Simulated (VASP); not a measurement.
Cu, 1 atom in the cell. Symmetry: Fm-3m, No. 225, cubic system. Conventional cell: a = 3.631 Å, b = 3.631 Å, c = 3.631 Å, α = 90.00°, β = 90.00°, γ = 90.00°. Within 3.4 Å of Cu (site symmetry m-3m) lie 12 Cu at 2.57 Å. 

* Program: VASP 6.6.1
* Task: single point
* Functional: r2SCAN
* Potentials or basis: VASP PAW PBE potentials, release 64 (Cu)
* Cutoff: 520 eV
* k mesh: 20 × 20 × 20
* Occupations: gaussian, width 0.05 eV
* Spin: no spin polarisation
* Dipole correction: no
* Further INCAR settings: ALGO = Normal; EDIFF = 1e-07; NBANDS = 12

Potentials or basis: VASP PAW PBE potentials, release 64 (Cu).

Launch:

```bash
$ cat potpaw_PBE.64/Cu/POTCAR > POTCAR
$ cp INCAR.step1 INCAR
$ mpirun -np 1 vasp_std > vasp.out
$ cp INCAR.step2 INCAR
$ mpirun -np 1 vasp_std > vasp.out
```

Hardware: 1 thread of Intel(R) Xeon(R) Platinum 8375C CPU @ 2.90GHz (Ice Lake), on a shared host.

**Question.** How long does it take, and how much memory?

**Answer.** Wall time 2.3 min on 1 thread of Intel(R) Xeon(R) Platinum 8375C CPU @ 2.90GHz (Ice Lake) (shared host), peak memory 0.15 GiB. Counts: k points 256.
